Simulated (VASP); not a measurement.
A run of VASP 6.6.1 is set up as follows.

File INCAR:

```
ALGO     = Normal         # electronic algorithm
EDIFF    = 1E-8           # SCF threshold, eV
ENCUT    = 520            # plane-wave cutoff, eV
GGA      = PS             # functional
ISIF     = 2              # what is computed and relaxed
ISMEAR   = -1             # smearing method
LASPH    = T              # aspherical terms in the spheres
LCHARG   = F              # write CHGCAR
LEFG     = T            
LREAL    = F              # projectors in reciprocal space
LWAVE    = F              # write WAVECAR
NBANDS   = 10             # bands
NELM     = 80             # most SCF steps
PREC     = Accurate       # precision mode
SIGMA    = 0.05           # smearing width, eV
```

The input KPOINTS:

```
k-points
0
Gamma
  18 18 18
```

The input POSCAR:

```
Ir
1.0
    0.0000000000      1.9573507352      1.9573507352
    1.9573507352      0.0000000000      1.9573507352
    1.9573507352      1.9573507352      0.0000000000
Ir
1
Direct
    0.0000000000      0.0000000000      0.0000000000
```

Potentials or basis: VASP PAW PBE potentials, release 64 (Ir).

The run is started by

```sh
$ cat potpaw_PBE.64/Ir/POTCAR > POTCAR
$ mpirun -np 1 vasp_std > vasp.out
```

**Question.** What does it give for the pressure?

**Answer.** -20.8 GPa.

Caveat: without QUAD_EFG the Cq values of the log hold for a quadrupole moment of 1 mb, not for the nuclei; the PAW data sets were made with another functional, which shifts forces and pressure a little.
